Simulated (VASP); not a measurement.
# AlCo (Pm-3m) in VASP: a series of runs

Runs on AlCo. Level: PBE. Tasks: single point.

All numbers are computed with VASP 6.6.1; they aren't measurements. Logs are shortened: lines on timing, memory, paths and dates and some standing lists are left out, and cuts for length are marked.

### 1 The cell of the first run

It takes space group Pm-3m (No. 221, cubic). Conventional cell: a = 2.880 Å, b = 2.880 Å, c = 2.880 Å, α = 90.00°, β = 90.00°, γ = 90.00°. Within 3.3 Å of Al (site symmetry m-3m) lie 8 Co at 2.49 Å and 6 Al at 2.88 Å. Within 3.3 Å of Co (site symmetry m-3m) lie 8 Al at 2.49 Å and 6 Co at 2.88 Å.

### 2 Single point, PBE (volume scaled by 1.03)

INCAR reads:

```
PREC = Accurate ; ENCUT = 520
EDIFF = 1E-7 ; ISMEAR = 0
SIGMA = 0.1 ; LREAL = F
LASPH = T ; NELM = 60
ALGO = Normal ; ISIF = 2
LWAVE = F ; LCHARG = F
GGA = PE ; NBANDS = 13
```

KPOINTS reads:

```
Automatic mesh
0
Gamma
  20 20 20
```

POSCAR reads:

```
AlCo
1.0
    2.8804027465      0.0000000000      0.0000000000
    0.0000000000      2.8804027465      0.0000000000
    0.0000000000      0.0000000000      2.8804027465
Al Co
1 1
Direct
    0.0000000000      0.0000000000      0.0000000000
    0.5000000000      0.5000000000      0.5000000000
```

Potentials or basis: VASP PAW PBE potentials, release 64 (Al, Co).

Launch:

```bash
> cat potpaw_PBE.64/Al/POTCAR potpaw_PBE.64/Co/POTCAR > POTCAR
> mpirun -np 1 vasp_std > vasp.out
```

OUTCAR:

```text
PREC = Accurate
   ENCUT = 520
   EDIFF = 1E-7
   ISMEAR = 0
   LREAL = F
   LASPH = T
   NELM = 60
   ISIF = 2
   GGA = PE

 ion  position               nearest neighbor table
   1  0.000  0.000  0.000-   2 2.49   2 2.49   2 2.49   2 2.49   2 2.49   2 2.49   2 2.49   2 2.49

   2  0.500  0.500  0.500-   1 2.49   1 2.49   1 2.49   1 2.49   1 2.49   1 2.49   1 2.49   1 2.49

  LATTYP: Found a simple cubic cell.
 ALAT       =     2.8804027465

  Lattice vectors:

 A1 = (   2.8804027465,   0.0000000000,   0.0000000000)
 A2 = (   0.0000000000,   2.8804027465,   0.0000000000)
 A3 = (   0.0000000000,   0.0000000000,   2.8804027465)

Analysis of symmetry for initial positions (statically):
=====================================================================
 Subroutine PRICEL returns:
 Original cell was already a primitive cell.

 Routine SETGRP: Setting up the symmetry group for a
 simple cubic supercell.

 Subroutine GETGRP returns: Found 48 space group operations
 (whereof 48 operations were pure point group operations)
 out of a pool of 48 trial point group operations.

The static configuration has the point symmetry O_h .

Analysis of symmetry for dynamics (positions and initial velocities):
=====================================================================
 Subroutine PRICEL returns:
 Original cell was already a primitive cell.

 Routine SETGRP: Setting up the symmetry group for a
 simple cubic supercell.

 Subroutine GETGRP returns: Found 48 space group operations
 (whereof 48 operations were pure point group operations)
 out of a pool of 48 trial point group operations.

The dynamic configuration has the point symmetry O_h .

 Subroutine INISYM returns: Found 48 space group operations
 (whereof 48 operations are pure point group operations),
 and found     1 'primitive' translations

----------------------------------------------------------------------------------------

                                     Primitive cell

  volume of cell :      23.8979

  direct lattice vectors                    reciprocal lattice vectors
     2.880402747  0.000000000  0.000000000     0.347173673  0.000000000  0.000000000
     0.000000000  2.880402747  0.000000000     0.000000000  0.347173673  0.000000000
     0.000000000  0.000000000  2.880402747     0.000000000  0.000000000  0.347173673

  length of vectors
     2.880402747  2.880402747  2.880402747     0.347173673  0.347173673  0.347173673

  position of ions in fractional coordinates (direct lattice)
     0.000000000  0.000000000  0.000000000
     0.500000000  0.500000000  0.500000000

  ion indices of the primitive-cell ions
   primitive index   ion index
                 1           1
                 2           2

----------------------------------------------------------------------------------------

 KPOINTS: Automatic mesh

Automatic generation of k-mesh.
 Grid dimensions read from file:
 generate k-points for:   20   20   20

 Generating k-lattice:

  Cartesian coordinates                     Fractional coordinates (reciprocal lattice)
     0.017358684  0.000000000  0.000000000     0.050000000  0.000000000  0.000000000
     0.000000000  0.017358684  0.000000000     0.000000000  0.050000000  0.000000000
     0.000000000  0.000000000  0.017358684     0.000000000  0.000000000  0.050000000

  Length of vectors
     0.017358684  0.017358684  0.017358684

  Shift w.r.t. Gamma in fractional coordinates (k-lattice)
     0.000000000  0.000000000  0.000000000

 Subroutine IBZKPT returns following result:
 ===========================================

 Found    286 irreducible k-points:

 Following reciprocal coordinates:
            Coordinates               Weight
  0.000000  0.000000  0.000000      1.000000
  0.050000  0.000000  0.000000      6.000000
  0.100000  0.000000  0.000000      6.000000
  0.150000  0.000000  0.000000      6.000000
  0.200000  0.000000  0.000000      6.000000
  0.250000  0.000000  0.000000      6.000000
[... 16 lines left out ...]
  0.150000  0.100000  0.000000     24.000000
  0.200000  0.100000  0.000000     24.000000
 [... further k-points ...]
   k-points           NKPTS =    286   k-points in BZ     NKDIM =    286   number of bands    NBANDS=     13
   number of dos      NEDOS =    301   number of ions     NIONS =      2
   total plane-waves  NPLWV =  13824
   dimension x,y,z NGX =    24 NGY =   24 NGZ =   24
   dimension x,y,z NGXF=    48 NGYF=   48 NGZF=   48
   ions per type =               1   1
   NGX,Y,Z   is equivalent  to a cutoff of  13.85, 13.85, 13.85 a.u.
   NGXF,Y,Z  is equivalent  to a cutoff of  27.70, 27.70, 27.70 a.u.
 SYSTEM =  unknown system
   PREC   = accura    normal or accurate (medium, high low for compatibility)
   ISTART =      0    job   : 0-new  1-cont  2-samecut
   ICHARG =      2    charge: 1-file 2-atom 10-const
   ISPIN  =      1    spin polarized calculation?
   LNONCOLLINEAR =      F non collinear calculations
   LSORBIT =      F    spin-orbit coupling
   LASPH  =      T    aspherical Exc in radial PAW
   ENCUT  =  520.0 eV  38.22 Ry    6.18 a.u.   5.36  5.36  5.36*2*pi/ulx,y,z
   NELM   =     60;   NELMIN=  2; NELMDL= -5     # of ELM steps
   EDIFF  = 0.1E-06   stopping-criterion for ELM
   LREAL  =      F    real-space projection
   EDIFFG = 0.1E-05   stopping-criterion for IOM
   NSW    =      0    number of steps for IOM
   IBRION =     -1    ionic relax: 0-MD 1-quasi-New 2-CG
   NFREE  =      0    steps in history (QN), initial steepest desc. (CG)
   ISIF   =      2    stress and relaxation
   ISYM   =      2    0-nonsym 1-usesym 2-fastsym
   POTIM  = 0.5000    time-step for ionic-motion
   TEBEG  =    0.0;   TEEND  =   0.0 temperature during run
   PSTRESS=    0.0 pullay stress
   NELECT =      12.0000    total number of electrons
   NUPDOWN=      -1.0000    fix difference up-down
   EMIN   =  10.00;   EMAX   =-10.00  energy-range for DOS
   EFERMI =   0.00;   METHOD = LEGACY
   ISMEAR =     0;   SIGMA  =   0.10  broadening in eV -4-tet -1-fermi 0-gaus
   EFERMI_NEDOS =   21; number of points for ismear=-14 and -15
   IALGO  =     38    algorithm
   IMIX   =      4    mixing-type and parameters
     AMIX     =   0.40;   BMIX     =  1.00
     AMIX_MAG =   1.60;   BMIX_MAG =  1.00
  volume/ion in A,a.u.               =      11.95        80.64
  Fermi-wavevector in a.u.,A,eV,Ry     =   1.301214  2.458938 23.036808  1.693158
  Thomas-Fermi vector in A             =   2.432362
   LORBIT       =      0    0 simple, 1 ext, 2 COOP (PROOUT), +10 PAW based schemes
   GGA     = PE    functional components
   LHFCALC =     F    Hartree Fock is set to
   AEXX    =    0.0000 exact exchange contribution
   IVDW    =     0    specifies the selected vdW correction
   LEPSILON=     F    determine dielectric tensor
   LRPA    =     F    only Hartree local field effects (RPA)
 non-spin polarized calculation
 Gauss-broadening in eV      SIGMA  =   0.10
  energy-cutoff  :      520.00
  volume of cell :       23.90
 maximum number of plane-waves:       661
 NGX is ok and might be reduce to    24
   NGX = 11   NGY = 11   NGZ = 11

 number of electron      12.0000001 magnetization

 Free energy of the ion-electron system (eV)
  ---------------------------------------------------
  ext. energy  EPLUGINS =         0.00000000
  ---------------------------------------------------
  free energy    TOTEN  =       -11.97909630 eV

  energy without entropy =      -11.97514996  energy(sigma->0) =      -11.97712313

 E-fermi :  10.1558     XC(G=0): -12.1114

 val. band max:       10.1519862585   @ k =   0.5000   0.3500   0.0500
 cond. band min:      10.1675551242   @ k =   0.5000   0.4000   0.1500
 fundamental gap:      0.0155688657
 Fermi energy:        10.1558434559

 k-point     1 :       0.0000    0.0000    0.0000
  band No.  band energies     occupation
      1      -0.7063      2.00000
      2       7.3336      2.00000
      3       7.3336      2.00000
      4       9.3460      2.00000
      5       9.3460      2.00000
      6       9.3460      2.00000
      7      15.9605      0.00000
      8      15.9605      0.00000
      9      15.9605      0.00000
     10      18.7578      0.00000
     11      18.7578      0.00000
     12      24.6955      0.00000
     13      31.3814      0.00000

 k-point     2 :       0.0500    0.0000    0.0000
  band No.  band energies     occupation
      1      -0.6600      2.00000
      2       7.3291      2.00000
      3       7.3462      2.00000
      4       9.3212      2.00000
      5       9.3212      2.00000
      6       9.3486      2.00000
      7      15.4611      0.00000
      8      16.0256      0.00000
      9      16.0256      0.00000
     10      18.7533      0.00000
     11      19.2208      0.00000
     12      24.8488      0.00000
     13      30.7701      0.00000

 k-point     3 :       0.1000    0.0000    0.0000
  band No.  band energies     occupation
      1      -0.5213      2.00000
      2       7.3090      2.00000
      3       7.3831      2.00000
      4       9.2506      2.00000
      5       9.2506      2.00000
      6       9.3560      2.00000
      7      14.4653      0.00000
      8      16.2170      0.00000
      9      16.2170      0.00000
     10      18.7399      0.00000
     11      20.0943      0.00000
     12      25.3262      0.00000
     13      29.6359      0.00000

 k-point     4 :       0.1500    0.0000    0.0000
  band No.  band energies     occupation
      1      -0.2914      2.00000
      2       7.2526      2.00000
      3       7.4415      2.00000
      4       9.1454      2.00000
      5       9.1454      2.00000
      6       9.3676      2.00000
      7      13.4000      0.00000
      8      16.5244      0.00000
      9      16.5244      0.00000
     10      18.7180      0.00000
     11      20.9382      0.00000
     12      26.1533      0.00000
     13      28.4203      0.00000

 k-point     5 :       0.2000    0.0000    0.0000
  band No.  band energies     occupation
      1       0.0279      2.00000
      2       7.1224      2.00000
      3       7.5165      2.00000
      4       9.0198      2.00000
      5       9.0198      2.00000
      6       9.3823      2.00000
      7      12.4159      0.00000
      8      16.9344      0.00000
      9      16.9344      0.00000
     10      18.6882      0.00000
     11      21.6471      0.00000
     12      27.2179      0.00000
     13      27.2295      0.00000
[... 257 lines left out ...]
 k-point    22 :       0.1000    0.1000    0.0000
  band No.  band energies     occupation
      1      -0.3374      2.00000
      2       7.3363      2.00000
      3       7.3905      2.00000
      4       9.1432      2.00000
      5       9.2385      2.00000
      6       9.2863      2.00000
      7      14.4263      0.00000
      8      14.9634      0.00000
      9      16.4694      0.00000
     10      19.4104      0.00000
     11      20.8902      0.00000
     12      25.8517      0.00000
     13      27.8546      0.00000

 k-point    23 :       0.1500    0.1000    0.0000
  band No.  band energies     occupation
      1      -0.1090      2.00000
      2       7.3039      2.00000
      3       7.4364      2.00000
      4       9.0272      2.00000
      5       9.1507      2.00000
      6       9.2841      2.00000
      7      13.5406      0.00000
      8      15.0339      0.00000
      9      16.7722      0.00000
     10      19.5369      0.00000
     11      21.7389      0.00000
     12      26.5192      0.00000
     13      26.7108      0.00000

 k-point    24 :       0.2000    0.1000    0.0000
  band No.  band energies     occupation
      1       0.2081      2.00000
      2       7.1884      2.00000
      3       7.5112      2.00000
      4       8.8950      2.00000
      5       9.0300      2.00000
      6       9.2980      2.00000
      7      12.5678      0.00000
      8      15.3470      0.00000
      9      17.1768      0.00000
     10      19.5882      0.00000
     11      22.5292      0.00000
     12      25.5245      0.00000
     13      27.3298      0.00000

 [... further k-points ...]
[... 5 lines left out ...]
  --------------------------------------------------------------------------------------
  -------------------------------------------------------------------------------------
  Total       -0.7486176     -0.7486176     -0.7486176      0.0000000      0.0000000     -0.0000000
  in kB      -50.1892786    -50.1892786    -50.1892786      0.0000000      0.0000000     -0.0000000
  external PRESSURE =     -50.1892786 kB  Pullay stress =       0.0000000 kB

 VOLUME and BASIS-vectors are now :
 -----------------------------------------------------------------------------
  energy-cutoff  :      520.00
  volume of cell :       23.90
      direct lattice vectors                 reciprocal lattice vectors
     2.880402747  0.000000000  0.000000000     0.347173673  0.000000000  0.000000000
     0.000000000  2.880402747  0.000000000     0.000000000  0.347173673  0.000000000
     0.000000000  0.000000000  2.880402747     0.000000000  0.000000000  0.347173673

 POSITION                                       TOTAL-FORCE (eV/Angst)
 -----------------------------------------------------------------------------------
      0.00000      0.00000      0.00000         0.000000      0.000000      0.000000
      1.44020      1.44020      1.44020         0.000000      0.000000      0.000000
 -----------------------------------------------------------------------------------
    total drift:                                0.000000      0.000000     -0.000000

  FREE ENERGIE OF THE ION-ELECTRON SYSTEM (eV)
  ---------------------------------------------------
  free  energy   TOTEN  =       -11.9790962959 eV

  energy  without entropy=      -11.9751499641  energy(sigma->0) =      -11.97712313
```

Wall time 68 s (1 thread of Intel Xeon 8259CL, shared host); peak memory 0.22 GiB.

Results:

```
Free energy            : -11.9791 eV
Pressure               : -5.0 GPa
Band gap on the k mesh : zero (band 6 reaches 12.54 eV, above the bottom of band 7 at 9.92 eV)
```

Levels at points of the mesh, in eV from the Fermi level:
```tsv
k point	band 4	band 5	band 6	band 7	band 8	band 9
(0.00, 0.00, 0.00)	-0.81	-0.81	-0.81	5.80	5.80	5.80
(0.50, 0.00, 0.00)	-1.65	-1.65	-0.70	0.16	8.35	10.43
(0.50, 0.50, 0.00)	-2.61	-1.44	-1.44	-0.24	2.33	3.26
(0.50, 0.50, 0.50)	-0.20	-0.20	2.39	2.39	2.39	3.81
```

 Spin polarisation is off, so any magnetic state and its effect on volume and gap are missing.

[end of part 1 of 2]
